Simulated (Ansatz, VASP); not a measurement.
Os in VASP and in Ansatz

File INCAR:

```
SYSTEM = Os
PREC     = Accurate       ! precision mode
ENCUT    = 520            ! plane-wave cutoff, eV
EDIFF    = 1E-8           ! SCF threshold, eV
ISMEAR   = -1             ! smearing method
SIGMA    = 0.03           ! smearing width, eV
LREAL    = .False.        ! projectors in reciprocal space
LASPH    = .True.         ! aspherical terms in the spheres
NELM     = 80             ! most SCF steps
ALGO     = Normal         ! electronic algorithm
ISIF     = 2              ! what is computed and relaxed
LWAVE    = .False.        ! write WAVECAR
LCHARG   = .False.        ! write CHGCAR
GGA      = PS             ! functional
LEFG     = .True.       
NBANDS   = 10             ! bands
```

The input KPOINTS:

```
Automatic mesh
0
Gamma
  14 14 14
  0 0 0
```

The input POSCAR:

```
Os
1.0
    0.0000000000      1.9831469396      1.9831469396
    1.9831469396      0.0000000000      1.9831469396
    1.9831469396      1.9831469396      0.0000000000
Os
1
Direct
    0.0000000000      0.0000000000      0.0000000000
```

Input for Ansatz:

```yaml
crystal:
  lattice:
    - [0.0, 1.9831469396, 1.9831469396]
    - [1.9831469396, 0.0, 1.9831469396]
    - [1.9831469396, 1.9831469396, 0.0]
  atoms:
    - { symbol: Os, position: [0.0, 0.0, 0.0] }
kpoints:
  mp_grid: { grid: [14, 14, 14] }
scf:
  occupations: { method: fermi_dirac, width: 0.03 }
hamiltonian:
  xc: pbesol
  pseudopotentials: { kind: all_electron, datasets: crystal }
output:
  forces: true
  stress: true
  eigenvalues: true
  efg: { contact_densities: true }
```

Change from the starting cell: volume scaled by 1.06, crystal datasets.

Alike in both runs: task electric field gradients; functional PBEsol; k mesh 14 × 14 × 14; occupations fermi-dirac, width 0.03 eV; no spin polarisation.

```csv
,VASP,Ansatz
version,VASP 6.6.1,Ansatz 0.2.0
potentials or method,"VASP PAW PBE potentials, release 64 (Os), cutoff 520 eV","all-electron PAW with datasets made for the crystal, scalar-relativistic"
```

Ansatz gave:

| Item | Value |
| --- | --- |
| pressure (GPa) | -36.2 |

Question: What did VASP give for the same quantities?

Answer: Pressure (GPa): -36.6.

VASP's potentials were made for PBE, not for PBEsol. Both programs put the cell under strong tension, so it lies far from rest at this level. Ansatz ran all-electron here, and VASP with PAW potentials.

Neither program's run includes spin-orbit coupling. Noted on VASP's run: the cell as given lies far from equilibrium.
